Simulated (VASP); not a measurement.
# Bi (Fd-3m) in VASP: a series of runs, part 3 of 3

VASP 6.6.1. Earlier steps stand in the parts before.

### Step 5. Single point, revPBE (53.72 Å³/atom)

This run uses another cell than the first one, of 53.72 Å³/atom.

The input, INCAR:

```
SYSTEM = Bi
  PREC = Accurate
  ENCUT = 520
  EDIFF = 1E-6
  ISMEAR = -1
  SIGMA = 0.1
  LREAL = .False.
  LASPH = .True.
  NELM = 80
  ALGO = Normal
  ISIF = 2
  LWAVE = .False.
  LCHARG = .False.
  GGA = RE
  NBANDS = 22
```

The input, KPOINTS:

```
Automatic mesh
0
Gamma
  9 9 9
  0 0 0
```

The input, POSCAR:

```
Bi
1.0
    0.0000000000      3.7731760988      3.7731760988
    3.7731760988      0.0000000000      3.7731760988
    3.7731760988      3.7731760988      0.0000000000
Bi
2
Direct
    0.1250000000      0.1250000000      0.1250000000
    0.8750000000      0.8750000000      0.8750000000
```

Potentials or basis: VASP PAW PBE potentials, release 64 (Bi_d).

Run with:

```console
$ cat potpaw_PBE.64/Bi_d/POTCAR > POTCAR
$ mpirun -np 1 vasp_std > vasp.out
```

OUTCAR:

```text
SYSTEM = Bi
   PREC = Accurate
   ENCUT = 520
   EDIFF = 1E-6
   ISMEAR = -1
   LREAL = .False.
   LASPH = .True.
   NELM = 80
   ISIF = 2
   GGA = RE

 ion  position               nearest neighbor table
   1  0.125  0.125  0.125-   2 3.27   2 3.27   2 3.27   2 3.27
   2  0.875  0.875  0.875-   1 3.27   1 3.27   1 3.27   1 3.27

  LATTYP: Found a face centered cubic cell.
 ALAT       =     7.5463521976

  Lattice vectors:

 A1 = (   0.0000000000,   3.7731760988,   3.7731760988)
 A2 = (   3.7731760988,   0.0000000000,   3.7731760988)
 A3 = (   3.7731760988,   3.7731760988,   0.0000000000)

Analysis of symmetry for initial positions (statically):
=====================================================================
 Subroutine PRICEL returns:
 Original cell was already a primitive cell.

 Routine SETGRP: Setting up the symmetry group for a
 face centered cubic supercell.

 Subroutine GETGRP returns: Found 48 space group operations
 (whereof 12 operations were pure point group operations)
 out of a pool of 48 trial point group operations.

The static configuration has the point symmetry D_3d.
 The point group associated with its full space group is O_h .

Analysis of symmetry for dynamics (positions and initial velocities):
=====================================================================
 Subroutine PRICEL returns:
 Original cell was already a primitive cell.

 Routine SETGRP: Setting up the symmetry group for a
 face centered cubic supercell.

 Subroutine GETGRP returns: Found 48 space group operations
 (whereof 12 operations were pure point group operations)
 out of a pool of 48 trial point group operations.

The dynamic configuration has the point symmetry D_3d.
 The point group associated with its full space group is O_h .

 Subroutine INISYM returns: Found 48 space group operations
 (whereof 12 operations are pure point group operations),
 and found     1 'primitive' translations

----------------------------------------------------------------------------------------

                                     Primitive cell

  volume of cell :     107.4363

  direct lattice vectors                    reciprocal lattice vectors
     0.000000000  3.773176099  3.773176099    -0.132514356  0.132514356  0.132514356
     3.773176099  0.000000000  3.773176099     0.132514356 -0.132514356  0.132514356
     3.773176099  3.773176099  0.000000000     0.132514356  0.132514356 -0.132514356

  length of vectors
     5.336076812  5.336076812  5.336076812     0.229521597  0.229521597  0.229521597

  position of ions in fractional coordinates (direct lattice)
     0.125000000  0.125000000  0.125000000
     0.875000000  0.875000000  0.875000000

  ion indices of the primitive-cell ions
   primitive index   ion index
                 1           1
                 2           2

----------------------------------------------------------------------------------------

 KPOINTS: Automatic mesh

Automatic generation of k-mesh.
 Grid dimensions read from file:
 generate k-points for:    9    9    9

 Generating k-lattice:

  Cartesian coordinates                     Fractional coordinates (reciprocal lattice)
    -0.014723817  0.014723817  0.014723817     0.111111111  0.000000000  0.000000000
     0.014723817 -0.014723817  0.014723817     0.000000000  0.111111111  0.000000000
     0.014723817  0.014723817 -0.014723817     0.000000000  0.000000000  0.111111111

  Length of vectors
     0.025502400  0.025502400  0.025502400

  Shift w.r.t. Gamma in fractional coordinates (k-lattice)
     0.000000000  0.000000000  0.000000000

 Subroutine IBZKPT returns following result:
 ===========================================

 Found     35 irreducible k-points:

 Following reciprocal coordinates:
            Coordinates               Weight
  0.000000  0.000000  0.000000      1.000000
  0.111111  0.000000  0.000000      8.000000
  0.222222  0.000000  0.000000      8.000000
  0.333333  0.000000  0.000000      8.000000
  0.444444  0.000000  0.000000      8.000000
  0.111111  0.111111  0.000000      6.000000
[... 16 lines left out ...]
 -0.333333  0.333333  0.000000     12.000000
  0.444444  0.444444  0.000000      6.000000
 [... further k-points ...]
   k-points           NKPTS =     35   k-points in BZ     NKDIM =     35   number of bands    NBANDS=     22
   number of dos      NEDOS =    301   number of ions     NIONS =      2
   total plane-waves  NPLWV =  64000
   dimension x,y,z NGX =    40 NGY =   40 NGZ =   40
   dimension x,y,z NGXF=    80 NGYF=   80 NGZF=   80
   ions per type =               2
   NGX,Y,Z   is equivalent  to a cutoff of  12.46, 12.46, 12.46 a.u.
   NGXF,Y,Z  is equivalent  to a cutoff of  24.92, 24.92, 24.92 a.u.
 SYSTEM =  Bi
   PREC   = accura    normal or accurate (medium, high low for compatibility)
   ISTART =      0    job   : 0-new  1-cont  2-samecut
   ICHARG =      2    charge: 1-file 2-atom 10-const
   ISPIN  =      1    spin polarized calculation?
   LNONCOLLINEAR =      F non collinear calculations
   LSORBIT =      F    spin-orbit coupling
   LASPH  =      T    aspherical Exc in radial PAW
   ENCUT  =  520.0 eV  38.22 Ry    6.18 a.u.   9.92  9.92  9.92*2*pi/ulx,y,z
   NELM   =     80;   NELMIN=  2; NELMDL= -5     # of ELM steps
   EDIFF  = 0.1E-05   stopping-criterion for ELM
   LREAL  =      F    real-space projection
[... 7 lines left out ...]
   TEBEG  =    0.0;   TEEND  =   0.0 temperature during run
   PSTRESS=    0.0 pullay stress
   NELECT =      30.0000    total number of electrons
   NUPDOWN=      -1.0000    fix difference up-down
   EMIN   =  10.00;   EMAX   =-10.00  energy-range for DOS
   EFERMI =   0.00;   METHOD = LEGACY
   ISMEAR =    -1;   SIGMA  =   0.10  broadening in eV -4-tet -1-fermi 0-gaus
   EFERMI_NEDOS =   21; number of points for ismear=-14 and -15
   IALGO  =     38    algorithm
   IMIX   =      4    mixing-type and parameters
     AMIX     =   0.40;   BMIX     =  1.00
     AMIX_MAG =   1.60;   BMIX_MAG =  1.00
  volume/ion in A,a.u.               =      53.72       362.51
  Fermi-wavevector in a.u.,A,eV,Ry     =   1.070035  2.022074 15.578343  1.144976
  Thomas-Fermi vector in A             =   2.205733
   LORBIT       =      0    0 simple, 1 ext, 2 COOP (PROOUT), +10 PAW based schemes
   GGA     = RE    functional components
   LHFCALC =     F    Hartree Fock is set to
   AEXX    =    0.0000 exact exchange contribution
   IVDW    =     0    specifies the selected vdW correction
   LEPSILON=     F    determine dielectric tensor
   LRPA    =     F    only Hartree local field effects (RPA)
 non-spin polarized calculation
  energy-cutoff  :      520.00
  volume of cell :      107.44
 maximum number of plane-waves:      2906
   NGX = 19   NGY = 19   NGZ = 19

 number of electron      29.9999997 magnetization

 Free energy of the ion-electron system (eV)
  ---------------------------------------------------
  ext. energy  EPLUGINS =         0.00000000
  ---------------------------------------------------
  free energy    TOTEN  =        -6.80953235 eV

  energy without entropy =       -6.77451492  energy(sigma->0) =       -6.79202364

 E-fermi :   2.8007     XC(G=0):  -7.2564

 val. band max:        2.6999993201   @ k =  -0.4444   0.4444   0.1111
 cond. band min:       2.8212324374   @ k =  -0.4444   0.4444   0.0000
 fundamental gap:      0.1212331173
 Fermi energy:         2.8006828035

 k-point     1 :       0.0000    0.0000    0.0000
  band No.  band energies     occupation
      1     -19.9299      2.00000
      2     -19.9299      2.00000
      3     -19.9299      2.00000
      4     -19.9035      2.00000
      5     -19.9035      2.00000
      6     -19.7934      2.00000
[... 14 lines left out ...]
     21       9.5693      0.00000
     22      10.2553      0.00000

 k-point     2 :       0.1111    0.0000    0.0000
  band No.  band energies     occupation
      1     -19.9328      2.00000
      2     -19.9328      2.00000
      3     -19.9284      2.00000
      4     -19.8994      2.00000
      5     -19.8994      2.00000
      6     -19.7985      2.00000
[... 14 lines left out ...]
     21       9.1773      0.00000
     22       9.9727      0.00000
[... 523 lines left out ...]
     21       9.8456      0.00000
     22      11.2124      0.00000

 k-point    24 :       0.4444    0.4444    0.0000
  band No.  band energies     occupation
      1     -19.9504      2.00000
      2     -19.9504      2.00000
      3     -19.9006      2.00000
      4     -19.8778      2.00000
      5     -19.8577      2.00000
      6     -19.8386      2.00000
[... 14 lines left out ...]
     21      11.2628      0.00000
     22      11.3061      0.00000

 [... further k-points ...]

------------------------ aborting loop because EDIFF is reached ----------------------------------------

  FORCE on cell =-STRESS in cart. coord.  units (eV):
  Direction    XX          YY          ZZ          XY          YZ          ZX
  --------------------------------------------------------------------------------------
  -------------------------------------------------------------------------------------
  Total       -1.1996053     -1.1996053     -1.1996053     -0.0000000     -0.0000000      0.0000000
  in kB      -17.8894806    -17.8894806    -17.8894806     -0.0000000     -0.0000000      0.0000000
  external PRESSURE =     -17.8894806 kB  Pullay stress =       0.0000000 kB

 VOLUME and BASIS-vectors are now :
 -----------------------------------------------------------------------------
  energy-cutoff  :      520.00
  volume of cell :      107.44
      direct lattice vectors                 reciprocal lattice vectors
     0.000000000  3.773176099  3.773176099    -0.132514356  0.132514356  0.132514356
     3.773176099  0.000000000  3.773176099     0.132514356 -0.132514356  0.132514356
     3.773176099  3.773176099  0.000000000     0.132514356  0.132514356 -0.132514356

 POSITION                                       TOTAL-FORCE (eV/Angst)
 -----------------------------------------------------------------------------------
      0.94329      0.94329      0.94329         0.000000      0.000000      0.000000
      6.60306      6.60306      6.60306        -0.000000     -0.000000     -0.000000
 -----------------------------------------------------------------------------------
    total drift:                                0.000000      0.000000     -0.000000

  FREE ENERGIE OF THE ION-ELECTRON SYSTEM (eV)
  ---------------------------------------------------
  free  energy   TOTEN  =        -6.8095323535 eV

  energy  without entropy=       -6.7745149190  energy(sigma->0) =       -6.79202364
```

It took 2.1 min on 1 thread of Intel Xeon 8259CL, shared host; peak memory 0.26 GiB.

Results:

* Free energy: -6.8095 eV
* Pressure: -1.8 GPa
* Band gap on the k mesh: zero (bands 15 and 16 overlap by 0.38 eV)

Caveat: the PAW data sets were made with another functional, which shifts forces and pressure a little; spin-orbit coupling is left out, which moves the levels of the heavy elements.

### Step 6. Overview

| cell | gap on the mesh (eV) | pressure (GPa) |
| --- | --- | --- |
| a = 5.131 Å, angles 60.0°, 2 atoms | none | 1.1 |
| a = 5.201 Å, angles 60.0°, 2 atoms | none | -0.1 |
| a = 5.269 Å, angles 60.0°, 2 atoms | none | -1.0 |
| a = 5.336 Å, angles 60.0°, 2 atoms | none | -1.8 |

Alike in all rows: task single point; level revPBE; potentials or basis VASP PAW PBE potentials, release 64 (Bi_d); no spin polarisation; k mesh 9 × 9 × 9; cutoff (eV) 520; smearing fermi-dirac 0.1 eV.

Caveats: the PAW data sets were made with another functional, which shifts forces and pressure a little; spin-orbit coupling is left out, which moves the levels of the heavy elements.

Total energies depend on the potentials used, so only differences within one code and one set of settings carry meaning.
